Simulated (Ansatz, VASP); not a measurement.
Two plane-wave programs on Hf

Contents of INCAR:

```
ALGO = Normal ; EDIFF = 1E-6
ENCUT = 520 ; GGA = RE
ISIF = 2 ; ISMEAR = -5
IVDW = 12 ; LASPH = True
LCHARG = False ; LREAL = False
LWAVE = False ; NBANDS = 11
NELM = 80 ; PREC = Accurate
SIGMA = 0.05
```

KPOINTS

```
k-points
0
Gamma
  10 10 10
```

POSCAR

```
Hf
1.0
    0.0000000000      2.2200000000      2.2200000000
    2.2200000000      0.0000000000      2.2200000000
    2.2200000000      2.2200000000      0.0000000000
Hf
1
Direct
    0.0000000000      0.0000000000      0.0000000000
```

Contents of input.yaml:

```yaml
crystal:
  lattice:
    - [0.0, 2.22, 2.22]
    - [2.22, 0.0, 2.22]
    - [2.22, 2.22, 0.0]
  atoms:
    - { symbol: Hf, position: [0.0, 0.0, 0.0] }
hamiltonian:
  xc: revpbe
  pseudopotentials: { kind: nc, accuracy: standard, xc_functional: pbesol }
  dispersion: d3bj
kpoints:
  mp_grid: { grid: [10, 10, 10] }
scf:
  occupations: { method: tetrahedron }
output:
  forces: true
  stress: true
  write_density: true
  write_potential: true
  elf: true
  volumetric_format: npy
```

Alike in both runs: functional revPBE; dispersion D3(BJ); k mesh 10 × 10 × 10; occupations tetrahedron; no spin polarisation.

```csv
,VASP,Ansatz
version,VASP 6.6.1,Ansatz 0.2.0
potentials or method,"VASP PAW PBE potentials, release 64 (Hf_pv)",PseudoDojo standard (PBEsol files)
plane-wave cutoff (eV),520,789
valence electrons in the cell,10,12
task,single point,electrostatic potential
```

|  | VASP | Ansatz | Ansatz less VASP |
| --- | --- | --- | --- |
| gap on the k mesh at the Fermi level (eV) | none | none | - |
| pressure (GPa) | -0.9 | -0.4 | +0.49 |

VASP's potentials were made for PBE, not for revPBE. A gap of «none» marks a metal or a gap that the smearing closes. VASP's potentials hold 10 valence electrons a cell and Ansatz's 12, so a difference there can come from the potentials and not from the codes.

Spin-orbit coupling is off throughout. Noted on Ansatz's run: the potentials were made for another functional, which shifts forces and pressure.
